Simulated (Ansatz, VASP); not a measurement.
**Sb: VASP beside Ansatz**

```
Sb
1.0
    -1.50500    1.50500    2.43040
     1.50500   -1.50500    2.43040
     1.50500    1.50500   -2.43040
Sb
1
Direct
  0.00000 0.00000 0.00000
```

Change from the starting cell: zz strain of -2 %.

Alike in both runs: task single point; functional PBE; k mesh 19 × 19 × 19; occupations fermi-dirac, width 0.05 eV; no spin polarisation.

|  | VASP | Ansatz |
| --- | --- | --- |
| version | VASP 6.6.1 | Ansatz 0.2.0 |
| potentials or method | VASP PAW PBE potentials, release 64 (Sb), cutoff 520 eV | all-electron LAPW, scalar-relativistic |

|  | VASP | Ansatz | Ansatz less VASP |
| --- | --- | --- | --- |
| pressure (GPa) | 21.9 | 21.9 | +0.01 |
| traceless stress, the component that is largest in VASP (GPa) | -0.65 | -0.57 | +0.080 |

Ansatz ran all-electron here, and VASP with PAW potentials.

Neither program's run includes spin-orbit coupling.
